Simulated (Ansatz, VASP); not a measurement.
**Two plane-wave programs on Sb**

The input POSCAR:

```
Sb
1.0
   -1.8634360975      1.8634360975      1.8634360975
    1.8634360975     -1.8634360975      1.8634360975
    1.8634360975      1.8634360975     -1.8634360975
Sb
1
Direct
    0.0000000000      0.0000000000      0.0000000000
```

INCAR.step1

```
  ALGO = Normal
  EDIFF = 1E-4
  ENCUT = 520
  GGA = PE
  ISMEAR = -1
  LASPH = True
  LCHARG = False
  LREAL = False
  LWAVE = True
  NBANDS = 8
  NELM = 60
  PREC = Accurate
  SIGMA = 0.1
```

INCAR.step2

```
  ALGO = Normal
  EDIFF = 1E-7
  ENCUT = 520
  ISIF = 2
  ISMEAR = -1
  ISTART = 1
  LASPH = True
  LCHARG = True
  LELF = True
  LMIXTAU = True
  LREAL = False
  LVHAR = True
  LWAVE = False
  METAGGA = R2SCAN
  NBANDS = 8
  NELM = 60
  PREC = Accurate
  SIGMA = 0.1
```

Contents of KPOINTS:

```
k-points
0
Gamma
  13 13 13
```

Input for Ansatz:

```yaml
crystal:
  lattice:
    - [-1.8634360975, 1.8634360975, 1.8634360975]
    - [1.8634360975, -1.8634360975, 1.8634360975]
    - [1.8634360975, 1.8634360975, -1.8634360975]
  atoms:
    - { symbol: Sb, position: [0.0, 0.0, 0.0] }
hamiltonian:
  xc: r2scan
  pseudopotentials:
    kind: paw
    azcp:
      Sb: "pseudopotentials/Sb.paw.azcp"
basis:
  ecutwfc: 500
  fft_grid_basis: typed
kpoints:
  mp_grid: { grid: [13, 13, 13], shift: [0, 0, 0] }
magnetization:
  spin_polarized: false
scf:
  occupations: { method: fermi_dirac, width: 0.1 }
  lower_state_search: "off"
output:
  stress: true
  write_density: true
  write_potential: true
  elf: true
  volumetric_format: npy
```

Alike in both runs: task single point; functional r2SCAN; k mesh 13 × 13 × 13; occupations fermi-dirac, width 0.1 eV; no spin polarisation.

|  | VASP | Ansatz |
| --- | --- | --- |
| version | VASP 6.6.1 | Ansatz 0.2.0 |
| potentials or method | VASP PAW PBE potentials, release 64 (Sb), cutoff 520 eV | plane waves (500 eV) with PAW, scalar-relativistic |
| valence electrons in the cell | 5 | 15 |

Ansatz gave:

| Quantity | Value |
| --- | --- |
| pressure (GPa) | 2.6 |

Problem. Estimate VASP's values.

Solution. Pressure (GPa): 2.5.

VASP's potentials were made for PBE, not for r2SCAN. VASP's potentials hold 5 valence electrons a cell and Ansatz's 15, so a difference there can come from the potentials and not from the codes.

Neither program's run includes spin-orbit coupling.
